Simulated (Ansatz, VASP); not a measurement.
B2Pt2Cl: VASP beside Ansatz

```xyz
5
Lattice="-1.9846 1.9846 4.7814 1.9846 -1.9846 4.7814 1.9846 1.9846 -4.7814" Properties=species:S:1:pos:R:3 pbc="T T T"
B     0.0000    1.9846    2.3907
B     1.9846    0.0000    2.3907
Pt    0.0000    0.0000    3.5861
Pt    0.0000    0.0000    5.9768
Cl    0.0000    0.0000    0.0000
```

Change from the starting cell: species swapped into the YbSi2Pd2 type (I4/mmm, No. 139).

Alike in both runs: task relaxation of cell and atoms; functional PBE; k mesh 6 × 6 × 6; occupations gaussian, width 0.1 eV; no spin polarisation.

```csv
,VASP,Ansatz
version,VASP 6.6.1,Ansatz 0.2.0
potentials or method,"VASP PAW PBE potentials, release 64 (B, Pt, Cl), cutoff 600 eV","scalar-relativistic, plane waves, PAW"
valence electrons in the cell,33,49
```

|  | VASP | Ansatz | Ansatz less VASP |
| --- | --- | --- | --- |
| gap on the k mesh at the Fermi level, each at its own relaxed structure (eV) | none | none | - |
| relaxed volume (Å³/atom) | 14.45 | 14.45 | 0.000 |
| relaxed cell length with the largest relative difference (Å) | 7.094 | 7.106 | +0.0118 |

A gap of «none» marks a metal or a gap that the smearing closes. VASP's potentials hold 33 valence electrons a cell and Ansatz's 49, so a difference there can come from the potentials and not from the codes.

The k mesh is coarse, so the values compare programs but aren't converged. Neither program's run includes spin-orbit coupling.
